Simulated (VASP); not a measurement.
Here is a VASP 6.6.1 calculation.

INCAR

```
SYSTEM = Ti3Al
  PREC = Accurate
  ENCUT = 500
  EDIFF = 1E-6
  ISMEAR = 0
  SIGMA = 0.1
  LREAL = .FALSE.
  LASPH = .TRUE.
  NELM = 120
  ALGO = Normal
  ISIF = 2
  LWAVE = .FALSE.
  LCHARG = .FALSE.
  NBANDS = 49
  GGA_COMPAT = .FALSE.
```

Contents of KPOINTS:

```
regular mesh
0
G
  9 9 8
  0 0 0
```

File POSCAR:

```
Ti3Al
1.0
    5.7320049924      0.0000000000      0.0000000000
   -2.8660024962      4.9640619380      0.0000000000
    0.0000000000      0.0000000000      4.6461652758
Ti Al
6 2
Direct
    0.8303543853      0.6607087706      0.2500000000
    0.1696456147      0.8303543853      0.7500000000
    0.3392912294      0.1696456147      0.2500000000
    0.1696456147      0.3392912294      0.7500000000
    0.8303543853      0.1696456147      0.2500000000
    0.6607087706      0.8303543853      0.7500000000
    0.3333333333      0.6666666667      0.2500000000
    0.6666666667      0.3333333333      0.7500000000
```

Potentials or basis: VASP PAW LDA potentials, release 64 (Ti_sv, Al).

Run with:

```console
$ cat potpaw_LDA.64/Ti_sv/POTCAR potpaw_LDA.64/Al/POTCAR > POTCAR
$ mpirun -np 1 vasp_std > vasp.out
```

What does it give for the band gap on the k mesh?

Zero (bands 39 and 40 overlap by 0.27 eV).

Predict the pressure.

-6.7 GPa.

Stress tensor (GPa, compression positive):
```
-6.71  0.00  0.00
 0.00 -6.71  0.00
 0.00  0.00 -6.62
```

Caveat: the cell stands under tension.
